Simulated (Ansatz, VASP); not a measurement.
## Two plane-wave programs on SnBi2O5

```xyz
16
Lattice="-3.9943 0.6906 0.0014 3.0047 -6.3031 0.0035 0.0041 0.0129 10.5511" Properties=species:S:1:pos:R:3 pbc="T T T"
Sn    0.7056   -1.8213    7.9145
Sn   -1.6911   -3.7783    2.6415
Bi   -1.7223   -3.9793    9.7742
Bi   -1.7234   -3.9840    6.0606
Bi    0.7380   -1.6154    4.4952
Bi    0.7368   -1.6208    0.7820
O     0.4762   -3.1377    9.6480
O     0.9466   -0.4438    9.4297
O     0.4749   -3.1416    6.1834
O     0.9449   -0.4471    6.3955
O    -1.3805   -1.9882    7.9153
O    -1.4604   -2.4579    4.3725
O    -1.9304   -5.1523    4.1606
O    -1.4617   -2.4621    0.9077
O    -1.9321   -5.1558    1.1263
O     0.3951   -3.6111    2.6402
```

Change from the starting cell: cell x1, atoms moved at random (sigma 0.05 Å) and cell strained at random (1.5 %), then relaxed without symmetry.

Alike in both runs: functional PBE; k mesh 4 × 4 × 2; occupations gaussian, width 0.1 eV; no spin polarisation.

Ansatz relaxed the structure, and its values are those at the end. VASP's run is a single point on that final structure, the one shown.

|  | VASP | Ansatz |
| --- | --- | --- |
| version | VASP 6.6.1 | Ansatz 0.2.0 |
| potentials or method | VASP PAW PBE potentials, release 64 (Sn_d, Bi_d, O), cutoff 520 eV | scalar-relativistic, plane waves, PAW |
| valence electrons in the cell | 148 | 148 |

Ansatz gave:

| Property | Result |
| --- | --- |
| gap on the k mesh at the Fermi level (eV) | 2.27 |
| least direct gap on the mesh (eV) | 2.36 |
| pressure (GPa) | 0.0 |
| rms of the force components (eV/Å) | 0.009 |

Problem. What did VASP give for the same quantities?

Solution. gap on the k mesh at the Fermi level (eV): 2.26; least direct gap on the mesh (eV): 2.35; pressure (GPa): 0.2; rms of the force components (eV/Å): 0.023.

The functional is the same, so the differences come from potentials, cutoffs and numerics.

The k mesh is coarse, so the values compare programs but aren't converged. Neither program's run includes spin-orbit coupling.
